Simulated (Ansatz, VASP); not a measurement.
**TiC in VASP and in Ansatz**

```xyz
2
Lattice="0.0000 2.1640 2.2073 2.1640 0.0000 2.2073 2.1640 2.1640 0.0000" Properties=species:S:1:pos:R:3 pbc="T T T"
Ti    0.0000    0.0000    0.0000
C     2.1640    2.1640    2.2073
```

Change from the starting cell: zz strain of +2 %.

Alike in both runs: task single point; functional PBEsol; k mesh 14 × 14 × 14; occupations fermi-dirac, width 0.03 eV; no spin polarisation.

|  | VASP | Ansatz |
| --- | --- | --- |
| version | VASP 6.6.1 | Ansatz 0.2.0 |
| potentials or method | VASP PAW PBE potentials, release 64 (Ti_sv, C), cutoff 600 eV | all-electron LAPW, scalar-relativistic |

```tsv
	VASP	Ansatz	Ansatz less VASP
pressure (GPa)	-10.5	-10.6	-0.17
traceless stress, the component that is largest in VASP (GPa)	-4.44	-4.40	+0.036
```

VASP's potentials were made for PBE, not for PBEsol. Ansatz ran all-electron here, and VASP with PAW potentials.
